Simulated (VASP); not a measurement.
# Al3Cu (P4/mmm) in VASP: further runs

Al3Cu is run at these levels: PBEsol; tasks: single point.

Everything below comes from runs of VASP 6.6.1. Logs are shortened: lines on timing, memory, paths and dates and some standing lists are left out, and cuts for length are marked.

## (1) The cell of the first run

Symmetry: P4/mmm, No. 123, tetragonal system. Conventional cell: a = 2.807 Å, b = 2.807 Å, c = 7.551 Å, α = 90.00°, β = 90.00°, γ = 90.00°. Al (site symmetry 4/mmm) has 12 Al at 2.81 to 2.90 Å and 2 Cu at 3.78 Å within 3.8 Å. Al (site symmetry 4mm) has 4 Cu at 2.59 Å and 9 Al at 2.81 to 3.33 Å within 3.4 Å. Within 3.4 Å of Cu (site symmetry 4/mmm) lie 8 Al at 2.59 Å and 4 Cu at 2.81 Å.

## (2) Single point, PBEsol (biaxial strain in the a-b plane: +1.0 %, then relaxed in part)

INCAR

```
SYSTEM = Al3Cu
ALGO = Fast ; EDIFF = 1E-6
ENCUT = 520 ; GGA = PS
ISIF = 2 ; ISMEAR = 0
LASPH = .TRUE. ; LCHARG = .TRUE.
LELF = .TRUE. ; LREAL = .FALSE.
LVHAR = .TRUE. ; LWAVE = .FALSE.
NBANDS = 18 ; NELM = 100
PREC = Accurate ; SIGMA = 0.1
```

KPOINTS

```
k-points
0
G
  18 18 8
  0 0 0
```

POSCAR

```
Al3Cu
1.0
    2.8074798404      0.0000000000      0.0000000000
    0.0000000000      2.8074798404      0.0000000000
    0.0000000000      0.0000000000      7.5512611152
Al Cu
3 1
Direct
    0.0000000000      0.0000000000      0.5000000000
    0.5000000000      0.5000000000      0.2207401008
    0.5000000000      0.5000000000      0.7792598992
    0.0000000000      0.0000000000      0.0000000000
```

Potentials or basis: VASP PAW PBE potentials, release 64 (Al, Cu).

Started as:

```console
$ cat potpaw_PBE.64/Al/POTCAR potpaw_PBE.64/Cu/POTCAR > POTCAR
$ mpirun -np 1 vasp_std > vasp.out
```

OUTCAR:

```text
SYSTEM = Al3Cu
   EDIFF = 1E-6
   ENCUT = 520
   GGA = PS
   ISIF = 2
   ISMEAR = 0
   LASPH = .TRUE.
   LREAL = .FALSE.
   NELM = 100
   PREC = Accurate

 ion  position               nearest neighbor table
   1  0.000  0.000  0.500-   2 2.90   3 2.90   2 2.90   3 2.90   2 2.90   3 2.90   2 2.90   3 2.90

   2  0.500  0.500  0.221-   4 2.59   4 2.59   4 2.59   4 2.59   1 2.90   1 2.90   1 2.90   1 2.90
                             3 3.33
   3  0.500  0.500  0.779-   4 2.59   4 2.59   4 2.59   4 2.59   1 2.90   1 2.90   1 2.90   1 2.90
                             2 3.33
   4  0.000  0.000  0.000-   2 2.59   3 2.59   2 2.59   3 2.59   2 2.59   3 2.59   2 2.59   3 2.59

  LATTYP: Found a simple tetragonal cell.
 ALAT       =     2.8074798404
 C/A-ratio  =     2.6896937982

  Lattice vectors:

 A1 = (   2.8074798404,   0.0000000000,   0.0000000000)
 A2 = (   0.0000000000,   2.8074798404,   0.0000000000)
 A3 = (   0.0000000000,   0.0000000000,   7.5512611152)

Analysis of symmetry for initial positions (statically):
=====================================================================
 Subroutine PRICEL returns:
 Original cell was already a primitive cell.

 Routine SETGRP: Setting up the symmetry group for a
 simple tetragonal supercell.

 Subroutine GETGRP returns: Found 16 space group operations
 (whereof 16 operations were pure point group operations)
 out of a pool of 16 trial point group operations.

The static configuration has the point symmetry D_4h.

Analysis of symmetry for dynamics (positions and initial velocities):
=====================================================================
 Subroutine PRICEL returns:
 Original cell was already a primitive cell.

 Routine SETGRP: Setting up the symmetry group for a
 simple tetragonal supercell.

 Subroutine GETGRP returns: Found 16 space group operations
 (whereof 16 operations were pure point group operations)
 out of a pool of 16 trial point group operations.

The dynamic configuration has the point symmetry D_4h.

 Subroutine INISYM returns: Found 16 space group operations
 (whereof 16 operations are pure point group operations),
 and found     1 'primitive' translations

----------------------------------------------------------------------------------------

                                     Primitive cell

  volume of cell :      59.5186

  direct lattice vectors                    reciprocal lattice vectors
     2.807479840  0.000000000  0.000000000     0.356191338  0.000000000  0.000000000
     0.000000000  2.807479840  0.000000000     0.000000000  0.356191338  0.000000000
     0.000000000  0.000000000  7.551261115     0.000000000  0.000000000  0.132428211

  length of vectors
     2.807479840  2.807479840  7.551261115     0.356191338  0.356191338  0.132428211

  position of ions in fractional coordinates (direct lattice)
     0.000000000  0.000000000  0.500000000
     0.500000000  0.500000000  0.220740101
     0.500000000  0.500000000  0.779259899
     0.000000000  0.000000000  0.000000000

  ion indices of the primitive-cell ions
   primitive index   ion index
                 1           1
                 2           2
                 3           3
                 4           4

----------------------------------------------------------------------------------------

 KPOINTS: k-points

Automatic generation of k-mesh.
 Grid dimensions read from file:
 generate k-points for:   18   18    8

 Generating k-lattice:

  Cartesian coordinates                     Fractional coordinates (reciprocal lattice)
     0.019788408  0.000000000  0.000000000     0.055555556  0.000000000  0.000000000
     0.000000000  0.019788408  0.000000000     0.000000000  0.055555556  0.000000000
     0.000000000  0.000000000  0.016553526     0.000000000  0.000000000  0.125000000

  Length of vectors
     0.019788408  0.019788408  0.016553526

  Shift w.r.t. Gamma in fractional coordinates (k-lattice)
     0.000000000  0.000000000  0.000000000

 Subroutine IBZKPT returns following result:
 ===========================================

 Found    275 irreducible k-points:

 Following reciprocal coordinates:
            Coordinates               Weight
  0.000000  0.000000  0.000000      1.000000
  0.055556  0.000000  0.000000      4.000000
  0.111111  0.000000  0.000000      4.000000
  0.166667  0.000000  0.000000      4.000000
  0.222222  0.000000  0.000000      4.000000
  0.277778  0.000000  0.000000      4.000000
[... 16 lines left out ...]
  0.277778  0.111111  0.000000      8.000000
  0.333333  0.111111  0.000000      8.000000
 [... further k-points ...]
   k-points           NKPTS =    275   k-points in BZ     NKDIM =    275   number of bands    NBANDS=     18
   number of dos      NEDOS =    301   number of ions     NIONS =      4
   total plane-waves  NPLWV =  32256
   dimension x,y,z NGX =    24 NGY =   24 NGZ =   56
   dimension x,y,z NGXF=    48 NGYF=   48 NGZF=  112
   ions per type =               3   1
   NGX,Y,Z   is equivalent  to a cutoff of  14.21, 14.21, 12.33 a.u.
   NGXF,Y,Z  is equivalent  to a cutoff of  28.42, 28.42, 24.66 a.u.
 SYSTEM =  Al3Cu
   PREC   = accura    normal or accurate (medium, high low for compatibility)
   ISTART =      0    job   : 0-new  1-cont  2-samecut
   ICHARG =      2    charge: 1-file 2-atom 10-const
   ISPIN  =      1    spin polarized calculation?
   LNONCOLLINEAR =      F non collinear calculations
   LSORBIT =      F    spin-orbit coupling
   LASPH  =      T    aspherical Exc in radial PAW
   ENCUT  =  520.0 eV  38.22 Ry    6.18 a.u.   5.22  5.22 14.04*2*pi/ulx,y,z
   NELM   =    100;   NELMIN=  2; NELMDL= -5     # of ELM steps
   EDIFF  = 0.1E-05   stopping-criterion for ELM
   LREAL  =      F    real-space projection
[... 7 lines left out ...]
   TEBEG  =    0.0;   TEEND  =   0.0 temperature during run
   PSTRESS=    0.0 pullay stress
   NELECT =      20.0000    total number of electrons
   NUPDOWN=      -1.0000    fix difference up-down
   EMIN   =  10.00;   EMAX   =-10.00  energy-range for DOS
   EFERMI =   0.00;   METHOD = LEGACY
   ISMEAR =     0;   SIGMA  =   0.10  broadening in eV -4-tet -1-fermi 0-gaus
   EFERMI_NEDOS =   21; number of points for ismear=-14 and -15
   IALGO  =     68    algorithm
   IMIX   =      4    mixing-type and parameters
     AMIX     =   0.40;   BMIX     =  1.00
     AMIX_MAG =   1.60;   BMIX_MAG =  1.00
  volume/ion in A,a.u.               =      14.88       100.41
  Fermi-wavevector in a.u.,A,eV,Ry     =   1.138153  2.150797 17.624875  1.295392
  Thomas-Fermi vector in A             =   2.274857
   LORBIT       =      0    0 simple, 1 ext, 2 COOP (PROOUT), +10 PAW based schemes
   GGA     = PS    functional components
   LHFCALC =     F    Hartree Fock is set to
   AEXX    =    0.0000 exact exchange contribution
   IVDW    =     0    specifies the selected vdW correction
   LEPSILON=     F    determine dielectric tensor
   LRPA    =     F    only Hartree local field effects (RPA)
 non-spin polarized calculation
 RMM-DIIS sequential band-by-band and
 Gauss-broadening in eV      SIGMA  =   0.10
  energy-cutoff  :      520.00
  volume of cell :       59.52
 maximum number of plane-waves:      1645
 NGX is ok and might be reduce to    24
   NGX = 11   NGY = 11   NGZ = 29

 number of electron      20.0000008 magnetization

 Free energy of the ion-electron system (eV)
  ---------------------------------------------------
  ext. energy  EPLUGINS =         0.00000000
  ---------------------------------------------------
  free energy    TOTEN  =       -16.97331986 eV

  energy without entropy =      -16.96712444  energy(sigma->0) =      -16.97022215

 E-fermi :   8.2533     XC(G=0): -10.8890

 val. band max:        8.2528507427   @ k =   0.5000   0.4444   0.3750
 cond. band min:       8.2542182408   @ k =   0.5000   0.4444   0.2500
 fundamental gap:      0.0013674981
 Fermi energy:         8.2532773444

 k-point     1 :       0.0000    0.0000    0.0000
  band No.  band energies     occupation
      1      -2.8554      2.00000
      2      -0.4085      2.00000
      3      -0.1390      2.00000
      4       3.7718      2.00000
      5       3.8871      2.00000
      6       4.6173      2.00000
[... 10 lines left out ...]
     17      17.1504      0.00000
     18      17.1540      0.00000

 k-point     2 :       0.0556    0.0000    0.0000
  band No.  band energies     occupation
      1      -2.7968      2.00000
      2      -0.3558      2.00000
      3      -0.0804      2.00000
      4       3.7823      2.00000
      5       3.9030      2.00000
      6       4.5824      2.00000
[... 10 lines left out ...]
     17      17.2141      0.00000
     18      17.5697      0.00000

 k-point     3 :       0.1111    0.0000    0.0000
  band No.  band energies     occupation
      1      -2.6212      2.00000
      2      -0.1984      2.00000
      3       0.0951      2.00000
      4       3.8109      2.00000
      5       3.9490      2.00000
      6       4.4914      2.00000
[... 10 lines left out ...]
     17      17.4047      0.00000
     18      17.9850      0.00000

 k-point     4 :       0.1667    0.0000    0.0000
  band No.  band energies     occupation
      1      -2.3297      2.00000
      2       0.0615      2.00000
      3       0.3856      2.00000
      4       3.8503      2.00000
      5       4.0185      2.00000
      6       4.3722      2.00000
[... 375 lines left out ...]
      4       3.9600      2.00000
      5       4.1332      2.00000
      6       4.2759      2.00000
[... 10 lines left out ...]
     17      17.8577      0.00000
     18      18.9051      0.00000

 k-point    23 :       0.2778    0.1111    0.0000
  band No.  band energies     occupation
      1      -1.1771      2.00000
      2       1.0607      2.00000
      3       1.5183      2.00000
      4       3.9856      2.00000
      5       4.1632      2.00000
      6       4.1860      2.00000
[... 10 lines left out ...]
     17      16.5727      0.00000
     18      17.8416      0.00000

 k-point    24 :       0.3333    0.1111    0.0000
  band No.  band energies     occupation
      1      -0.5534      2.00000
      2       1.5659      2.00000
      3       2.1126      2.00000
      4       3.8977      2.00000
      5       4.0708      2.00000
      6       4.2191      2.00000
[... 10 lines left out ...]
     17      16.0482      0.00000
     18      17.2885      0.00000

 [... further k-points ...]
[... 5 lines left out ...]
  --------------------------------------------------------------------------------------
  -------------------------------------------------------------------------------------
  Total       -0.7208810     -0.7208810      0.0230093      0.0000000     -0.0000000     -0.0000000
  in kB      -19.4053447    -19.4053447      0.6193844      0.0000000     -0.0000000     -0.0000000
  external PRESSURE =     -12.7304350 kB  Pullay stress =       0.0000000 kB

 VOLUME and BASIS-vectors are now :
 -----------------------------------------------------------------------------
  energy-cutoff  :      520.00
  volume of cell :       59.52
      direct lattice vectors                 reciprocal lattice vectors
     2.807479840  0.000000000  0.000000000     0.356191338  0.000000000  0.000000000
     0.000000000  2.807479840  0.000000000     0.000000000  0.356191338  0.000000000
     0.000000000  0.000000000  7.551261115     0.000000000  0.000000000  0.132428211

 POSITION                                       TOTAL-FORCE (eV/Angst)
 -----------------------------------------------------------------------------------
      0.00000      0.00000      3.77563         0.000000      0.000000      0.000000
      1.40374      1.40374      1.66687         0.000000     -0.000000      0.019609
      1.40374      1.40374      5.88439         0.000000      0.000000     -0.019609
      0.00000      0.00000      0.00000         0.000000      0.000000      0.000000
 -----------------------------------------------------------------------------------
    total drift:                                0.000000      0.000000     -0.000000

  FREE ENERGIE OF THE ION-ELECTRON SYSTEM (eV)
  ---------------------------------------------------
  free  energy   TOTEN  =       -16.9733198584 eV

  energy  without entropy=      -16.9671244396  energy(sigma->0) =      -16.97022215
```

Wall time 3 min (1 thread of AMD EPYC 9R45 (Zen 5), shared host); peak memory 0.36 GiB.

What came out:

```
Free energy            : -16.9733 eV
Pressure               : -1.3 GPa
Largest force          : 0.020 eV/Å
Band gap on the k mesh : zero (bands 10 and 11 overlap by 6.39 eV)
```

Forces on the atoms (eV/Å):
```
Al   0.000  0.000  0.000
Al   0.000  0.000  0.020
Al   0.000  0.000 -0.020
Cu   0.000  0.000  0.000
```

Stress tensor (GPa, compression positive):
```
-1.94  0.00  0.00
 0.00 -1.94  0.00
 0.00  0.00  0.06
```

Caveat: the cell differs from its parent crystal (biaxial strain in the a-b plane: +1.0 %, then relaxed in part); the PAW data sets were made with another functional, which shifts forces and pressure a little.

## (3) Single point, PBEsol (biaxial strain in the a-b plane: +1.0 %)

INCAR

```
SYSTEM = Al3Cu
PREC = Accurate ; ENCUT = 520
EDIFF = 1E-6 ; ISMEAR = 0
SIGMA = 0.1 ; LREAL = .FALSE.
LASPH = .TRUE. ; NELM = 60
ALGO = Fast ; ISIF = 2
LWAVE = .FALSE. ; LCHARG = .TRUE.
GGA = PS ; LELF = .TRUE.
LVHAR = .TRUE. ; NBANDS = 18
```

KPOINTS

```
Automatic mesh
0
G
  18 18 8
  0 0 0
```

POSCAR

```
Al3Cu
1.0
    2.8074798404      0.0000000000      0.0000000000
    0.0000000000      2.8074798404      0.0000000000
    0.0000000000      0.0000000000      7.5573393685
Al Cu
3 1
Direct
    0.0000000000      0.0000000000      0.5000000000
    0.5000000000      0.5000000000      0.2206884218
    0.5000000000      0.5000000000      0.7793115782
    0.0000000000      0.0000000000      0.0000000000
```

Potentials or basis: VASP PAW PBE potentials, release 64 (Al, Cu).

Started as:

```console
$ cat potpaw_PBE.64/Al/POTCAR potpaw_PBE.64/Cu/POTCAR > POTCAR
$ mpirun -np 1 vasp_std > vasp.out
```

Run time: 2.9 min. Hardware: 1 thread of AMD EPYC 9R45 (Zen 5), shared host; peak memory 0.36 GiB.

It converged, with:

```
Free energy            : -16.9734 eV
Pressure               : -1.4 GPa
Largest force          : 0.021 eV/Å
Band gap on the k mesh : zero (bands 10 and 11 overlap by 6.37 eV)
```

Forces in eV/Å, atoms in the order of the input:
```
Al   0.000  0.000  0.000
Al   0.000  0.000  0.021
Al   0.000  0.000 -0.021
Cu   0.000  0.000  0.000
```

Stress tensor (GPa, compression positive):
```
-1.99  0.00  0.00
 0.00 -1.99  0.00
 0.00  0.00 -0.09
```

Levels at points of the mesh, in eV from the Fermi level:
```
           k point  band 8  band 9  band 10  band 11  band 12  band 13
(0.00, 0.00, 0.00)   -3.26   -1.60     0.67     6.28     6.38     6.38
(0.50, 0.00, 0.00)   -3.63   -3.54    -2.34    -1.93     2.78     3.94
(0.50, 0.50, 0.00)   -0.51   -0.47     0.12     0.12     0.52     0.52
(0.00, 0.00, 0.50)   -3.44   -3.26     4.32     5.79     6.28     6.97
(0.50, 0.00, 0.50)   -3.54   -2.63    -0.95    -0.94     0.11     0.82
(0.50, 0.50, 0.50)   -1.64   -1.64    -0.60    -0.56     0.55     1.44
```

Caveat: the cell differs from its parent crystal (biaxial strain in the a-b plane: +1.0 %); the PAW data sets were made with another functional, which shifts forces and pressure a little.

## (4) Single point, PBEsol (biaxial strain in the a-b plane: +2.0 %, then relaxed in part)

Edit INCAR of step 3 so:

```diff
@@ -2,3 +2,3 @@
 PREC = Accurate ; ENCUT = 520
-EDIFF = 1E-6 ; ISMEAR = 0
+EDIFF = 1E-7 ; ISMEAR = 0
 SIGMA = 0.1 ; LREAL = .FALSE.
```

KPOINTS

```
regular mesh
0
G
  18 18 8
  0 0 0
```

POSCAR

```
Al3Cu
1.0
    2.8352766705      0.0000000000      0.0000000000
    0.0000000000      2.8352766705      0.0000000000
    0.0000000000      0.0000000000      7.5071275350
Al Cu
3 1
Direct
    0.0000000000      0.0000000000      0.5000000000
    0.5000000000      0.5000000000      0.2198342164
    0.5000000000      0.5000000000      0.7801657836
    0.0000000000      0.0000000000      0.0000000000
```

Started as:

```console
$ cat potpaw_PBE.64/Al/POTCAR potpaw_PBE.64/Cu/POTCAR > POTCAR
$ mpirun -np 1 vasp_std > vasp.out
```

It took 4.3 min on 1 thread of AMD EPYC 9R45 (Zen 5), shared host; peak memory 0.37 GiB.

The run converged. Its results:

```
Free energy            : -16.9529 eV
Pressure               : -2.4 GPa
Largest force          : 0.020 eV/Å
Band gap on the k mesh : zero (bands 10 and 11 overlap by 6.66 eV)
```

Forces on the atoms (eV/Å):
```
Al   0.000  0.000  0.000
Al   0.000  0.000  0.020
Al   0.000  0.000 -0.020
Cu   0.000  0.000  0.000
```

Stress tensor (GPa, compression positive):
```
-3.66  0.00  0.00
 0.00 -3.66  0.00
 0.00  0.00  0.14
```

Levels at points of the mesh, in eV from the Fermi level:
```csv
k point,band 8,band 9,band 10,band 11,band 12,band 13
"(0.00, 0.00, 0.00)",-3.26,-1.36,0.89,6.12,6.12,6.18
"(0.50, 0.00, 0.00)",-3.57,-3.52,-2.29,-1.96,2.93,4.05
"(0.50, 0.50, 0.00)",-0.58,-0.56,0.10,0.10,0.54,0.54
"(0.00, 0.00, 0.50)",-3.33,-3.26,4.63,6.06,6.19,6.74
"(0.50, 0.00, 0.50)",-3.52,-2.62,-0.89,-0.83,0.17,0.89
"(0.50, 0.50, 0.50)",-1.64,-1.64,-0.68,-0.63,0.48,1.29
```

Caveat: the cell differs from its parent crystal (biaxial strain in the a-b plane: +2.0 %, then relaxed in part); the PAW data sets were made with another functional, which shifts forces and pressure a little.

(Part 1 of 2 ends here.)
